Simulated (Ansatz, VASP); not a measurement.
## Two plane-wave programs on Sn3O2

```
Sn O
1.0
     2.85280    1.64706    6.90792
    -2.85280    1.64706    6.90792
     0.00000   -3.29413    6.90792
Sn O
6 4
Cartesian
  -0.9643 1.6471 12.0889
  -0.9443 -1.6586 12.0889
  1.9085 0.0116 12.0889
  0.9643 -1.6471 8.6349
  0.9443 1.6586 8.6349
  -1.9085 -0.0116 8.6349
  0.0000 0.0000 6.5105
  0.0000 0.0000 3.8514
  0.0000 0.0000 14.2133
  0.0000 0.0000 16.8723
```

Alike in both runs: functional PBE; k mesh 6 × 6 × 6; occupations gaussian, width 0.1 eV; no spin polarisation.

Ansatz relaxed the structure, and its values are those at the end. VASP's run is a single point on that final structure, the one shown.

```csv
,VASP,Ansatz
version,VASP 6.6.1,Ansatz 0.2.0
potentials or method,"VASP PAW PBE potentials, release 64 (Sn_d, O), cutoff 520 eV","scalar-relativistic, plane waves, PAW"
valence electrons in the cell,108,108
```

|  | VASP | Ansatz | Ansatz less VASP |
| --- | --- | --- | --- |
| gap on the k mesh at the Fermi level (eV) | none | none | - |
| pressure (GPa) | 0.0 | 0.0 | -0.02 |
| rms of the force components (eV/Å) | 0.023 | 0.007 | -0.0157 |

A gap of «none» marks a metal or a gap that the smearing closes.
